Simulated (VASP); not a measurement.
# F (C2/c) in VASP: single point with r2SCAN

Aim: the single point of F with r2SCAN.

Program: VASP 6.6.1. These are calculated values, not measurements. Logs are shortened: lines on timing, memory, paths and dates and some standing lists are left out, and cuts for length are marked.

## Step 1: The cell of the first run

Symmetry: C2/c, No. 15, monoclinic system. The conventional cell has a = 5.088 Å, b = 3.411 Å, c = 6.564 Å, α = 90.00°, β = 90.43°, γ = 90.00°. Within 1.9 Å of F (site symmetry 1) lie 1 F at 1.40 Å.

## Step 2: Single point, r2SCAN

Input file POSCAR:

```
F
1.0
    5.0879353709      0.0000000000      0.0000000000
    0.0000000000      3.4110360901      0.0000000000
   -0.0491025778      0.0000000000      6.5641588187
F
8
Direct
    0.7504273550      0.8443715599      0.0947061159
    0.2495726450      0.8443715599      0.4052938841
    0.2495726450      0.1556284401      0.9052938841
    0.7504273550      0.1556284401      0.5947061159
    0.2504273550      0.3443715599      0.0947061159
    0.7495726450      0.3443715599      0.4052938841
    0.7495726450      0.6556284401      0.9052938841
    0.2504273550      0.6556284401      0.5947061159
```

Input file INCAR.step1:

```
SYSTEM = F
  PREC = Accurate
  ENCUT = 520
  ISMEAR = 0
  SIGMA = 0.02
  LREAL = .False.
  LASPH = .True.
  NELM = 80
  NBANDS = 38
  GGA = PE
  ALGO = Normal
  EDIFF = 1E-4
  LWAVE = .True.
  LCHARG = .False.
```

Input file INCAR.step2:

```
SYSTEM = F
  PREC = Accurate
  ENCUT = 520
  EDIFF = 1E-6
  ISMEAR = 0
  SIGMA = 0.02
  LREAL = .False.
  LASPH = .True.
  NELM = 80
  ALGO = Normal
  ISIF = 2
  LWAVE = .False.
  LCHARG = .True.
  METAGGA = R2SCAN
  LMIXTAU = .True.
  LELF = .True.
  LVHAR = .True.
  NBANDS = 38
  ISTART = 1
```

Input file KPOINTS:

```
Automatic mesh
0
Gamma
  6 8 4
  0 0 0
```

Potentials or basis: VASP PAW PBE potentials, release 64 (F).

Started as:

```sh
$ cat potpaw_PBE.64/F/POTCAR > POTCAR
$ cp INCAR.step1 INCAR
$ mpirun -np 1 vasp_std > vasp.out
$ cp INCAR.step2 INCAR
$ mpirun -np 1 vasp_std > vasp.out
```

OUTCAR:

```text
SYSTEM = F
   PREC = Accurate
   ENCUT = 520
   EDIFF = 1E-6
   ISMEAR = 0
   LREAL = .False.
   LASPH = .True.
   NELM = 80
   ISIF = 2
   METAGGA = R2SCAN
   ISTART = 1

 ion  position               nearest neighbor table
   1  0.750  0.844  0.095-   7 1.40
   2  0.250  0.844  0.405-   8 1.40
   3  0.250  0.156  0.905-   5 1.40
   4  0.750  0.156  0.595-   6 1.40
   5  0.250  0.344  0.095-   3 1.40
   6  0.750  0.344  0.405-   4 1.40
   7  0.750  0.656  0.905-   1 1.40
   8  0.250  0.656  0.595-   2 1.40

  LATTYP: Found a simple monoclinic cell.
 ALAT       =     5.0879353709
 B/A-ratio  =     0.6704165524
 C/A-ratio  =     1.2901780371
 COS(beta)  =    -0.0074801974

  Lattice vectors:

 A1 = (   5.0879353709,   0.0000000000,   0.0000000000)
 A2 = (   0.0000000000,   3.4110360901,   0.0000000000)
 A3 = (  -0.0491025778,   0.0000000000,   6.5641588187)

Analysis of symmetry for initial positions (statically):
=====================================================================
 Subroutine PRICEL returns following result:

  LATTYP: Found a base centered monoclinic cell.
 ALAT       =     5.0879353709
 B/A-ratio  =     0.6704165524
 C/A-ratio  =     1.2901780371
 COS(beta)  =    -0.0074801974

  Lattice vectors:

 A1 = (   2.5439676855,  -1.7055180451,   0.0000000000)
 A2 = (   2.5439676855,   1.7055180451,   0.0000000000)
 A3 = (  -0.0491025778,   0.0000000000,   6.5641588187)

   2 primitive cells build up your supercell.

 Routine SETGRP: Setting up the symmetry group for a
 simple monoclinic supercell.

 Subroutine GETGRP returns: Found  4 space group operations
 (whereof  2 operations were pure point group operations)
 out of a pool of  4 trial point group operations.

The static configuration has the point symmetry S_2 .
 The point group associated with its full space group is C_2h.

Analysis of symmetry for dynamics (positions and initial velocities):
=====================================================================
 Subroutine PRICEL returns following result:

  LATTYP: Found a base centered monoclinic cell.
 ALAT       =     5.0879353709
 B/A-ratio  =     0.6704165524
 C/A-ratio  =     1.2901780371
 COS(beta)  =    -0.0074801974

  Lattice vectors:

 A1 = (   2.5439676855,  -1.7055180451,   0.0000000000)
 A2 = (   2.5439676855,   1.7055180451,   0.0000000000)
 A3 = (  -0.0491025778,   0.0000000000,   6.5641588187)

   2 primitive cells build up your supercell.

 Routine SETGRP: Setting up the symmetry group for a
 simple monoclinic supercell.

 Subroutine GETGRP returns: Found  4 space group operations
 (whereof  2 operations were pure point group operations)
 out of a pool of  4 trial point group operations.

The dynamic configuration has the point symmetry S_2 .
 The point group associated with its full space group is C_2h.

 Subroutine INISYM returns: Found  4 space group operations
 (whereof  2 operations are pure point group operations),
 and found     2 'primitive' translations

----------------------------------------------------------------------------------------

                                     Primitive cell

  volume of cell :      56.9609

  direct lattice vectors                    reciprocal lattice vectors
     2.543967685 -1.705518045  0.000000000     0.196543377 -0.293166057  0.001470224
     2.543967685  1.705518045  0.000000000     0.196543377  0.293166057  0.001470224
    -0.049102578  0.000000000  6.564158819     0.000000000  0.000000000  0.152342444

  length of vectors
     3.062770541  3.062770541  6.564342470     0.352955801  0.352955801  0.152342444

  position of ions in fractional coordinates (direct lattice)
     0.906055795  0.594798915  0.094706116
     0.405201085  0.093944205  0.405293884
     0.093944205  0.405201085  0.905293884
     0.594798915  0.906055795  0.594706116

  ion indices of the primitive-cell ions
   primitive index   ion index
                 1           1
                 2           2
                 3           7
                 4           4

----------------------------------------------------------------------------------------

 KPOINTS: Automatic mesh

Automatic generation of k-mesh.
 Grid dimensions read from file:
 generate k-points for:    6    8    4

 Generating k-lattice:

  Cartesian coordinates                     Fractional coordinates (reciprocal lattice)
     0.032757230  0.000000000  0.000245037     0.166666667  0.000000000 -0.000000000
     0.000000000  0.036645757  0.000000000     0.000000000  0.125000000  0.000000000
     0.000000000  0.000000000  0.038085611     0.000000000  0.000000000  0.250000000

  Length of vectors
     0.032758146  0.036645757  0.038085611

  Shift w.r.t. Gamma in fractional coordinates (k-lattice)
     0.000000000  0.000000000  0.000000000

 Subroutine IBZKPT returns following result:
 ===========================================

 Found     70 irreducible k-points:

 Following reciprocal coordinates:
            Coordinates               Weight
  0.000000  0.000000  0.000000      1.000000
  0.166667  0.000000  0.000000      2.000000
  0.333333  0.000000 -0.000000      2.000000
  0.500000  0.000000  0.000000      1.000000
  0.000000  0.125000  0.000000      2.000000
  0.166667  0.125000  0.000000      4.000000
[... 16 lines left out ...]
  0.333333  0.000000  0.250000      2.000000
  0.500000  0.000000  0.250000      2.000000
 [... further k-points ...]
   k-points           NKPTS =     70   k-points in BZ     NKDIM =     70   number of bands    NBANDS=     38
   number of dos      NEDOS =    301   number of ions     NIONS =      8
   total plane-waves  NPLWV =  56000
   dimension x,y,z NGX =    40 NGY =   28 NGZ =   50
   dimension x,y,z NGXF=    80 NGYF=   56 NGZF=  100
   ions per type =               8
   NGX,Y,Z   is equivalent  to a cutoff of  13.07, 13.65, 12.66 a.u.
   NGXF,Y,Z  is equivalent  to a cutoff of  26.14, 27.29, 25.33 a.u.
 SYSTEM =  F
   PREC   = accura    normal or accurate (medium, high low for compatibility)
   ISTART =      1    job   : 0-new  1-cont  2-samecut
   ICHARG =      0    charge: 1-file 2-atom 10-const
   ISPIN  =      1    spin polarized calculation?
   LNONCOLLINEAR =      F non collinear calculations
   LSORBIT =      F    spin-orbit coupling
   LASPH  =      T    aspherical Exc in radial PAW
   ENCUT  =  520.0 eV  38.22 Ry    6.18 a.u.   9.46  6.34 12.21*2*pi/ulx,y,z
   NELM   =     80;   NELMIN=  2; NELMDL=  0     # of ELM steps
   EDIFF  = 0.1E-05   stopping-criterion for ELM
   LREAL  =      F    real-space projection
   EDIFFG = 0.1E-04   stopping-criterion for IOM
   NSW    =      0    number of steps for IOM
   IBRION =     -1    ionic relax: 0-MD 1-quasi-New 2-CG
   NFREE  =      0    steps in history (QN), initial steepest desc. (CG)
   ISIF   =      2    stress and relaxation
   ISYM   =      2    0-nonsym 1-usesym 2-fastsym
   POTIM  = 0.5000    time-step for ionic-motion
   TEBEG  =    0.0;   TEEND  =   0.0 temperature during run
   PSTRESS=    0.0 pullay stress
   NELECT =      56.0000    total number of electrons
   NUPDOWN=      -1.0000    fix difference up-down
   EMIN   =  10.00;   EMAX   =-10.00  energy-range for DOS
   EFERMI =   0.00;   METHOD = LEGACY
   ISMEAR =     0;   SIGMA  =   0.02  broadening in eV -4-tet -1-fermi 0-gaus
   EFERMI_NEDOS =   21; number of points for ismear=-14 and -15
   IALGO  =     38    algorithm
   IMIX   =      4    mixing-type and parameters
     AMIX     =   0.40;   BMIX     =  1.00
     AMIX_MAG =   1.60;   BMIX_MAG =  1.00
  volume/ion in A,a.u.               =      14.24        96.10
  Fermi-wavevector in a.u.,A,eV,Ry     =   1.292018  2.441560 22.712343  1.669310
  Thomas-Fermi vector in A             =   2.423752
   LORBIT       =      0    0 simple, 1 ext, 2 COOP (PROOUT), +10 PAW based schemes
   METAGGA = R2SCAN    functional components
   LHFCALC =     F    Hartree Fock is set to
   AEXX    =    0.0000 exact exchange contribution
   IVDW    =     0    specifies the selected vdW correction
   LEPSILON=     F    determine dielectric tensor
   LRPA    =     F    only Hartree local field effects (RPA)
 non-spin polarized calculation
 Gauss-broadening in eV      SIGMA  =   0.02
  energy-cutoff  :      520.00
  volume of cell :      113.92
 maximum number of plane-waves:      3087
 NGX is ok and might be reduce to    40
   NGX = 19   NGY = 13   NGZ = 25

 number of electron      56.0000086 magnetization

 Free energy of the ion-electron system (eV)
  ---------------------------------------------------
  ext. energy  EPLUGINS =         0.00000000
  ---------------------------------------------------
  free energy    TOTEN  =       -24.92949071 eV

  energy without entropy =      -24.92949071  energy(sigma->0) =      -24.92949071

 E-fermi :  -5.1265     XC(G=0):  -8.4746

 val. band max:       -5.3380018124   @ k =   0.0000   0.0000   0.0000
 cond. band min:      -1.4295787131   @ k =   0.0000   0.0000   0.0000
 fundamental gap:      3.9084230992
 Fermi energy:        -5.1265431631

 k-point     1 :       0.0000    0.0000    0.0000
  band No.  band energies     occupation
      1     -31.6249      2.00000
      2     -31.4749      2.00000
      3     -31.4489      2.00000
      4     -31.3380      2.00000
      5     -24.9850      2.00000
      6     -24.8418      2.00000
[... 30 lines left out ...]
     37      10.9240      0.00000
     38      11.7544      0.00000

 k-point     2 :       0.1667    0.0000    0.0000
  band No.  band energies     occupation
      1     -31.6135      2.00000
      2     -31.4659      2.00000
      3     -31.4611      2.00000
      4     -31.3474      2.00000
      5     -24.9757      2.00000
      6     -24.8517      2.00000
[... 30 lines left out ...]
     37      11.4415      0.00000
     38      11.5361      0.00000

 k-point     3 :       0.3333    0.0000   -0.0000
  band No.  band energies     occupation
      1     -31.5815      2.00000
      2     -31.4936      2.00000
      3     -31.4410      2.00000
      4     -31.3724      2.00000
      5     -24.9497      2.00000
      6     -24.8778      2.00000
[... 30 lines left out ...]
     37      10.6967      0.00000
     38      10.8215      0.00000

 k-point     4 :       0.5000    0.0000    0.0000
  band No.  band energies     occupation
      1     -31.5377      2.00000
      2     -31.5377      2.00000
      3     -31.4068      2.00000
      4     -31.4068      2.00000
      5     -24.9138      2.00000
      6     -24.9138      2.00000
[... 30 lines left out ...]
     37      10.1540      0.00000
     38      10.1540      0.00000
[... 703 lines left out ...]
      4     -31.3642      2.00000
      5     -24.9161      2.00000
      6     -24.8082      2.00000
[... 30 lines left out ...]
     37      10.7761      0.00000
     38      12.0403      0.00000

 k-point    23 :       0.3333    0.0000    0.2500
  band No.  band energies     occupation
      1     -31.5611      2.00000
      2     -31.4770      2.00000
      3     -31.4626      2.00000
      4     -31.3906      2.00000
      5     -24.8927      2.00000
      6     -24.8315      2.00000
[... 30 lines left out ...]
     37      10.6981      0.00000
     38      11.8396      0.00000

 k-point    24 :       0.5000    0.0000    0.2500
  band No.  band energies     occupation
      1     -31.5196      2.00000
      2     -31.5188      2.00000
      3     -31.4272      2.00000
      4     -31.4263      2.00000
      5     -24.8632      2.00000
      6     -24.8615      2.00000
[... 30 lines left out ...]
     37      11.2290      0.00000
     38      11.2948      0.00000

 [... further k-points ...]
[... 5 lines left out ...]
  --------------------------------------------------------------------------------------
  -------------------------------------------------------------------------------------
  Total       -0.4794821      0.1778297      2.0700888      0.0000000      0.0000000     -0.0002703
  in kB       -6.7433546      2.5009664     29.1133767      0.0000000      0.0000000     -0.0038017
  external PRESSURE =       8.2903295 kB  Pullay stress =       0.0000000 kB

 VOLUME and BASIS-vectors are now :
 -----------------------------------------------------------------------------
  energy-cutoff  :      520.00
  volume of cell :      113.92
      direct lattice vectors                 reciprocal lattice vectors
     5.087935371  0.000000000  0.000000000     0.196543377  0.000000000  0.001470224
     0.000000000  3.411036090  0.000000000     0.000000000  0.293166057  0.000000000
    -0.049102578  0.000000000  6.564158819     0.000000000  0.000000000  0.152342444

 POSITION                                       TOTAL-FORCE (eV/Angst)
 -----------------------------------------------------------------------------------
      3.81348      2.88018      0.62167        -0.001946      0.265592      0.513118
      1.24991      2.88018      2.66041         0.001946      0.265592     -0.513118
      1.22536      0.53085      5.94249         0.001946     -0.265592     -0.513118
      3.78892      0.53085      3.90375        -0.001946     -0.265592      0.513118
      1.26951      1.17466      0.62167        -0.001946      0.265592      0.513118
      3.79388      1.17466      2.66041         0.001946      0.265592     -0.513118
      3.76932      2.23637      5.94249         0.001946     -0.265592     -0.513118
      1.24496      2.23637      3.90375        -0.001946     -0.265592      0.513118
 -----------------------------------------------------------------------------------
    total drift:                                0.000000      0.000000     -0.000000

  FREE ENERGIE OF THE ION-ELECTRON SYSTEM (eV)
  ---------------------------------------------------
  free  energy   TOTEN  =       -24.9294907081 eV

  energy  without entropy=      -24.9294907081  energy(sigma->0) =      -24.92949071
```

Run time: 23 min. Hardware: 1 thread of AMD EPYC 9755, shared host; peak memory 0.31 GiB.

What came out:

```
Free energy            : -24.9295 eV
Pressure               : 0.8 GPa
Largest force          : 0.578 eV/Å
Band gap on the k mesh : 3.91 eV
```

Forces on the atoms (eV/Å):
```
F   -0.002  0.266  0.513
F    0.002  0.266 -0.513
F    0.002 -0.266 -0.513
F   -0.002 -0.266  0.513
F   -0.002  0.266  0.513
F    0.002  0.266 -0.513
F    0.002 -0.266 -0.513
F   -0.002 -0.266  0.513
```

Levels at points of the mesh, in eV from the valence-band top:
```
           k point  band 24  band 25  band 26  band 27  band 28  band 29  band 30  band 31  band 32  band 33
(0.00, 0.00, 0.00)    -0.15    -0.13    -0.11    -0.01     0.00     3.91     4.22     4.76     4.87    10.64
(0.50, 0.00, 0.00)    -0.37    -0.14    -0.14    -0.05    -0.05     4.09     4.09     4.82     4.82    12.44
(0.00, 0.50, 0.00)    -0.27    -0.15    -0.15    -0.07    -0.07     4.39     4.39     4.58     4.58    14.17
(0.50, 0.50, 0.00)    -0.38    -0.06    -0.06    -0.06    -0.06     4.49     4.49     4.49     4.49    15.30
(0.00, 0.00, 0.50)    -0.36    -0.29    -0.29     0.00     0.00     4.36     4.36     4.48     4.48    11.63
(0.50, 0.00, 0.50)    -0.36    -0.17    -0.17    -0.16    -0.16     4.43     4.43     4.44     4.44    13.27
(0.00, 0.50, 0.50)    -0.21    -0.13    -0.13    -0.13    -0.13     4.46     4.46     4.46     4.46    14.77
(0.50, 0.50, 0.50)    -0.34    -0.02    -0.02    -0.02    -0.02     4.46     4.46     4.47     4.47    15.71
```

Caveat: the PAW data sets were made with another functional, which shifts forces and pressure a little.
